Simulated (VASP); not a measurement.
# SnSe (Pnma) in VASP: notebook, part 2 of 2

VASP 6.6.1. The steps go on from the part before.

**3. Relaxation of shape and atoms at fixed volume, PBEsol (25.36 Å³/atom)**

This run uses another cell than the first one, of 25.36 Å³/atom.

INCAR reads:

```
SYSTEM = SnSe
PREC = Accurate
ENCUT = 600
EDIFF = 1E-7
ISMEAR = 0
SIGMA = 0.03
LREAL = .False.
LASPH = .True.
NELM = 80
ALGO = Normal
ISIF = 4
LWAVE = .False.
LCHARG = .False.
GGA = PS
IBRION = 2
NSW = 40
EDIFFG = -0.01
KPAR = 2
```

KPOINTS reads:

```
Automatic mesh
0
Gamma
  4 8 8
  0 0 0
```

POSCAR reads:

```
SnSe                                    
1.0
   11.3545345575      0.0000000000      0.0000000000
    0.0000000000      4.1261782018     -0.0000000000
    0.0000000000     -0.0000000000      4.3311115570
  Sn              Se            
     4     4
Direct
     0.1178032792429183    0.2500000000000000    0.0930657259609785
     0.3821967207570816    0.7500000000000000    0.5930657259609787
     0.6178032792429181    0.2500000000000000    0.4069342740390215
     0.8821967207570819    0.7500000000000000    0.9069342740390213
     0.3574195364931457    0.2500000000000000    0.0221923746805660
     0.1425804635068542    0.7500000000000000    0.5221923746805663
     0.8574195364931456    0.2500000000000000    0.4778076253194340
     0.6425804635068544    0.7500000000000000    0.9778076253194337
```

Potentials or basis: VASP PAW PBE potentials, release 64 (Sn_d, Se).

Launch:

```
> cat potpaw_PBE.64/Sn_d/POTCAR potpaw_PBE.64/Se/POTCAR > POTCAR
> mpirun -np 2 vasp_std > vasp.out
```

OUTCAR:

```text
SYSTEM = SnSe
   PREC = Accurate
   ENCUT = 600
   EDIFF = 1E-7
   ISMEAR = 0
   LREAL = .False.
   LASPH = .True.
   NELM = 80
   ISIF = 4
   GGA = PS
   IBRION = 2
   NSW = 40
   EDIFFG = -0.01

 ion  position               nearest neighbor table
   1  0.118  0.250  0.093-   5 2.74   6 2.79   6 2.79   6 3.23   6 3.23   4 3.47   4 3.47
   2  0.382  0.750  0.593-   6 2.74   5 2.79   5 2.79   5 3.23   5 3.23   3 3.47   3 3.47
   3  0.618  0.250  0.407-   7 2.74   8 2.79   8 2.79   8 3.23   8 3.23   2 3.47   2 3.47
   4  0.882  0.750  0.907-   8 2.74   7 2.79   7 2.79   7 3.23   7 3.23   1 3.47   1 3.47
   5  0.357  0.250  0.022-   1 2.74   2 2.79   2 2.79   2 3.23   2 3.23
   6  0.143  0.750  0.522-   2 2.74   1 2.79   1 2.79   1 3.23   1 3.23
   7  0.857  0.250  0.478-   3 2.74   4 2.79   4 2.79   4 3.23   4 3.23
   8  0.643  0.750  0.978-   4 2.74   3 2.79   3 2.79   3 3.23   3 3.23

  LATTYP: Found a simple orthorhombic cell.
 ALAT       =     4.1261782018
 B/A-ratio  =     1.0496666274
 C/A-ratio  =     2.7518284481

  Lattice vectors:

 A1 = (   0.0000000000,   4.1261782018,   0.0000000000)
 A2 = (   0.0000000000,   0.0000000000,   4.3311115570)
 A3 = (  11.3545345575,   0.0000000000,   0.0000000000)

Analysis of symmetry for initial positions (statically):
=====================================================================
 Subroutine PRICEL returns:
 Original cell was already a primitive cell.

 Routine SETGRP: Setting up the symmetry group for a
 simple orthorhombic supercell.

 Subroutine GETGRP returns: Found  8 space group operations
 (whereof  2 operations were pure point group operations)
 out of a pool of  8 trial point group operations.

The static configuration has the point symmetry S_2 .
 The point group associated with its full space group is D_2h.

Analysis of symmetry for dynamics (positions and initial velocities):
=====================================================================
 Subroutine PRICEL returns:
 Original cell was already a primitive cell.

 Routine SETGRP: Setting up the symmetry group for a
[... 148 lines left out ...]
   LEPSILON=     F    determine dielectric tensor
   LRPA    =     F    only Hartree local field effects (RPA)
 conjugate gradient relaxation of ions
 non-spin polarized calculation
 Gauss-broadening in eV      SIGMA  =   0.03
  energy-cutoff  :      600.00
  volume of cell :      202.92
 maximum number of plane-waves:      6820
 NGX is ok and might be reduce to    96
   NGX = 45   NGY = 17   NGZ = 17

--------------------------------------- Ionic step        1  -------------------------------------------

 number of electron      79.9999996 magnetization

 Free energy of the ion-electron system (eV)
  ---------------------------------------------------
  ext. energy  EPLUGINS =         0.00000000
  ---------------------------------------------------
  free energy    TOTEN  =       -35.91878365 eV

  energy without entropy =      -35.91878365  energy(sigma->0) =      -35.91878365

------------------------ aborting loop because EDIFF is reached ----------------------------------------

  FORCE on cell =-STRESS in cart. coord.  units (eV):
  Direction    XX          YY          ZZ          XY          YZ          ZX
  --------------------------------------------------------------------------------------
  -------------------------------------------------------------------------------------
  Total        1.5082057      1.5247636      1.4824503      0.0000000      0.0000000      0.0000000
  in kB       11.9084288     12.0391659     11.7050705      0.0000000      0.0000000      0.0000000
  external PRESSURE =      11.8842217 kB  Pullay stress =       0.0000000 kB
[... 197 lines left out ...]
--------------------------------------- Ionic step        6  -------------------------------------------

 number of electron      79.9999984 magnetization

 Free energy of the ion-electron system (eV)
  ---------------------------------------------------
  ext. energy  EPLUGINS =         0.00000000
  ---------------------------------------------------
  free energy    TOTEN  =       -35.92337042 eV

  energy without entropy =      -35.92337042  energy(sigma->0) =      -35.92337042

 E-fermi :   6.0605     XC(G=0): -10.1272

 val. band max:        5.9302513546   @ k =   0.0000   0.0000   0.3750
 cond. band min:       6.3532407890   @ k =   0.0000   0.0000   0.0000
 fundamental gap:      0.4229894344
 Fermi energy:         6.0604698925

 k-point     1 :       0.0000    0.0000    0.0000
  band No.  band energies     occupation
      1     -15.3999      2.00000
      2     -15.3821      2.00000
      3     -15.3813      2.00000
      4     -15.3762      2.00000
      5     -15.3747      2.00000
      6     -15.3742      2.00000
[... 1213 lines left out ...]
     47       9.1605      0.00000
     48       9.1605      0.00000

 [... further k-points ...]

------------------------ aborting loop because EDIFF is reached ----------------------------------------

  FORCE on cell =-STRESS in cart. coord.  units (eV):
  Direction    XX          YY          ZZ          XY          YZ          ZX
  --------------------------------------------------------------------------------------
  -------------------------------------------------------------------------------------
  Total        1.0901032      1.0866909      0.9756271      0.0000000      0.0000000      0.0000000
  in kB        8.6071922      8.5802496      7.7033163      0.0000000      0.0000000      0.0000000
  external PRESSURE =       8.2969194 kB  Pullay stress =       0.0000000 kB
[... 23 lines left out ...]
  FREE ENERGIE OF THE ION-ELECTRON SYSTEM (eV)
  ---------------------------------------------------
  free  energy   TOTEN  =       -35.9233704182 eV

  energy  without entropy=      -35.9233704182  energy(sigma->0) =      -35.92337042

 reached required accuracy - stopping structural energy minimisation
```

CONTCAR:

```text
SnSe
   1.00000000000000
    11.3420816064249195    0.0000000000000000    0.0000000000000000
     0.0000000000000000    4.1322004299745263   -0.0000000000000000
     0.0000000000000000    0.0000000000000000    4.3295478179167723
  Sn              Se
     4     4
Direct
     0.1167904746723211    0.2500000000000000    0.0911176317074632
     0.3832095253276789    0.7500000000000000    0.5911176317074633
     0.6167904746723211    0.2500000000000000    0.4088823682925368
     0.8832095253276789    0.7500000000000000    0.9088823682925367
     0.3580411534335361    0.2500000000000000    0.0239497566328389
     0.1419588465664639    0.7500000000000000    0.5239497566328389
     0.8580411534335362    0.2500000000000000    0.4760502433671612
     0.6419588465664638    0.7500000000000000    0.9760502433671611

  0.00000000E+00  0.00000000E+00  0.00000000E+00
  0.00000000E+00  0.00000000E+00  0.00000000E+00
  0.00000000E+00  0.00000000E+00  0.00000000E+00
  0.00000000E+00  0.00000000E+00  0.00000000E+00
  0.00000000E+00  0.00000000E+00  0.00000000E+00
  0.00000000E+00  0.00000000E+00  0.00000000E+00
  0.00000000E+00  0.00000000E+00  0.00000000E+00
  0.00000000E+00  0.00000000E+00  0.00000000E+00
```

It took 17 min on 2 MPI ranks of AMD EPYC 9R14 (Zen 4), shared host; peak memory 0.82 GiB.

Results:

| Property | Result |
| --- | --- |
| Free energy | -35.9234 eV |
| Energy gained by relaxing | 0.6 meV/atom |
| Ionic steps | 6 |
| Pressure after relaxing | 0.8 GPa |
| Largest force after relaxing | 0.005 eV/Å |
| Band gap on the k mesh | 0.42 eV (least direct gap 0.74 eV) |

Forces in eV/Å, atoms in the order of the input:
```
Sn   0.003  0.000 -0.004
Sn  -0.003  0.000 -0.004
Sn   0.003  0.000  0.004
Sn  -0.003  0.000  0.004
Se  -0.001  0.000 -0.001
Se   0.001  0.000 -0.001
Se  -0.001  0.000  0.001
Se   0.001  0.000  0.001
```

Stress tensor (GPa, compression positive):
```
0.86 0.00 0.00
0.00 0.86 0.00
0.00 0.00 0.77
```

Step by step:
| step | energy change (eV) | largest force (eV/Å) | pressure (GPa) |
| --- | --- | --- | --- |
| 1 | 0.0000 | 0.1052 | 1.19 |
| 2 | -0.0027 | 0.0655 | 1.06 |
| 3 | -0.0044 | 0.0168 | 0.84 |
| 4 | -0.0044 | 0.0159 | 0.85 |
| 5 | -0.0046 | 0.0041 | 0.83 |
| 6 | -0.0046 | 0.0049 | 0.83 |

Final structure:
```xyz
8
Lattice="11.3421 0.0000 0.0000 0.0000 4.1322 0.0000 0.0000 0.0000 4.3295" Properties=species:S:1:pos:R:3 pbc="T T T"
Sn    1.3246    1.0331    0.3945
Sn    4.3464    3.0991    2.5593
Sn    6.9957    1.0331    1.7703
Sn   10.0174    3.0991    3.9350
Se    4.0609    1.0331    0.1037
Se    1.6101    3.0991    2.2685
Se    9.7320    1.0331    2.0611
Se    7.2812    3.0991    4.2259
```

Caveat: the PAW data sets were made with another functional, which shifts forces and pressure a little; spin-orbit coupling is left out, which moves the levels of the heavy elements.

**4. Relaxation of shape and atoms at fixed volume, PBEsol**

This run uses another cell than the first one, of 25.88 Å³/atom.

INCAR is that of step 3.

KPOINTS is that of step 3.

POSCAR: that of step 3 with these lines changed.

```diff
@@ -2,5 +2,5 @@
 1.0
-   11.3545345575      0.0000000000      0.0000000000
-    0.0000000000      4.1261782018     -0.0000000000
-    0.0000000000     -0.0000000000      4.3311115570
+   11.4312567128      0.0000000000      0.0000000000
+    0.0000000000      4.1540586300     -0.0000000000
+    0.0000000000     -0.0000000000      4.3603767121
   Sn              Se
```

Launch:

```
> cat potpaw_PBE.64/Sn_d/POTCAR potpaw_PBE.64/Se/POTCAR > POTCAR
> mpirun -np 2 vasp_std > vasp.out
```

Run time: 5.1 min. Hardware: 2 MPI ranks of AMD EPYC 9R14 (Zen 4), shared host; peak memory 0.8 GiB.

Results (log left out):

| Quantity | Value |
| --- | --- |
| Free energy | -35.9342 eV |
| Pressure after relaxing | 0.0 GPa |
| Largest force after relaxing | 0.005 eV/Å |
| Band gap on the k mesh | 0.48 eV (least direct gap 0.76 eV) |

Forces on the atoms (eV/Å):
```
Sn   0.005  0.000  0.003
Sn  -0.005  0.000  0.003
Sn   0.005  0.000 -0.003
Sn  -0.005  0.000 -0.003
Se  -0.001  0.000  0.002
Se   0.001  0.000  0.002
Se  -0.001  0.000 -0.002
Se   0.001  0.000 -0.002
```

Final structure:
```cif
data_structure
_symmetry_space_group_name_H-M 'P 1'
_symmetry_Int_Tables_number 1
_cell_length_a 11.4313
_cell_length_b 4.1541
_cell_length_c 4.3604
_cell_angle_alpha 90.000
_cell_angle_beta 90.000
_cell_angle_gamma 90.000
_cell_volume 207.06
loop_
_atom_site_label
_atom_site_type_symbol
_atom_site_fract_x
_atom_site_fract_y
_atom_site_fract_z
_atom_site_occupancy
Sn1 Sn 0.11780 0.25000 0.09307 1
Sn2 Sn 0.38220 0.75000 0.59307 1
Sn3 Sn 0.61780 0.25000 0.40693 1
Sn4 Sn 0.88220 0.75000 0.90693 1
Se1 Se 0.35742 0.25000 0.02219 1
Se2 Se 0.14258 0.75000 0.52219 1
Se3 Se 0.85742 0.25000 0.47781 1
Se4 Se 0.64258 0.75000 0.97781 1
```

Levels at points of the mesh, in eV from the valence-band top:
| k point | band 37 | band 38 | band 39 | band 40 | band 41 | band 42 | band 43 | band 44 |
| --- | --- | --- | --- | --- | --- | --- | --- | --- |
| (0.00, 0.00, 0.00) | -1.66 | -1.33 | -0.76 | -0.60 | 0.48 | 2.92 | 3.03 | 3.04 |
| (0.50, 0.00, 0.00) | -1.97 | -1.97 | -0.62 | -0.62 | 2.51 | 2.51 | 2.69 | 2.69 |
| (0.00, 0.50, 0.00) | -1.04 | -1.04 | -0.67 | -0.67 | 0.85 | 0.85 | 1.36 | 1.36 |
| (0.50, 0.50, 0.00) | -0.96 | -0.96 | -0.96 | -0.96 | 1.37 | 1.37 | 1.37 | 1.37 |
| (0.00, 0.00, 0.50) | -0.83 | -0.83 | -0.29 | -0.29 | 1.16 | 1.16 | 1.37 | 1.37 |
| (0.50, 0.00, 0.50) | -0.48 | -0.48 | -0.24 | -0.24 | 1.08 | 1.08 | 1.43 | 1.43 |
| (0.00, 0.50, 0.50) | -2.42 | -2.42 | -1.58 | -1.58 | 2.57 | 2.57 | 2.99 | 2.99 |
| (0.50, 0.50, 0.50) | -1.64 | -1.64 | -1.64 | -1.64 | 2.33 | 2.33 | 2.33 | 2.33 |

Caveat: the relaxation stopped at its first step, so nothing moved; the PAW data sets were made with another functional, which shifts forces and pressure a little; spin-orbit coupling is left out, which moves the levels of the heavy elements.

**5. Summary**

```csv
cell,gap on the mesh (eV),pressure (GPa),largest force (eV/Å)
"atoms relaxed from a = 11.277, b = 4.098, c = 4.301 Å, 8 atoms",0.30,1.7,0.01
"atoms relaxed from a = 11.355, b = 4.126, c = 4.331 Å, 8 atoms",0.42,0.8,-
"atoms relaxed from a = 11.431, b = 4.154, c = 4.360 Å, 8 atoms",0.48,0.0,0.01
```

Alike in all rows: task relaxation of shape and atoms at fixed volume; level PBEsol; potentials or basis VASP PAW PBE potentials, release 64 (Sn_d, Se); no spin polarisation; k mesh 4 × 8 × 8; cutoff (eV) 600; smearing gaussian 0.03 eV.

Caveats: the PAW data sets were made with another functional, which shifts forces and pressure a little; spin-orbit coupling is left out, which moves the levels of the heavy elements; the relaxation stopped at its first step, so nothing moved (at least some runs).

Absolute energies hang on the potentials; compare differences alone.

**6. Against experiment**

Step 4. A measured gap of SnSe is 0.99 eV (indirect; 20 K; “Linear dichroism of the optical properties of SnS and SnSe van der Waals crystals”, 2024, arxiv:2409.17412); the calculated 0.48 eV misses it by -0.51 eV. 2 values of this kind are on record (0.89 to 0.99 eV); this one was drawn at random. Spin-orbit coupling on Se, Sn is left out. The value is that of PBEsol on a finite k mesh, which can miss the band edges, without temperature or zero-point motion. Semilocal functionals fall short of measured gaps as a rule.
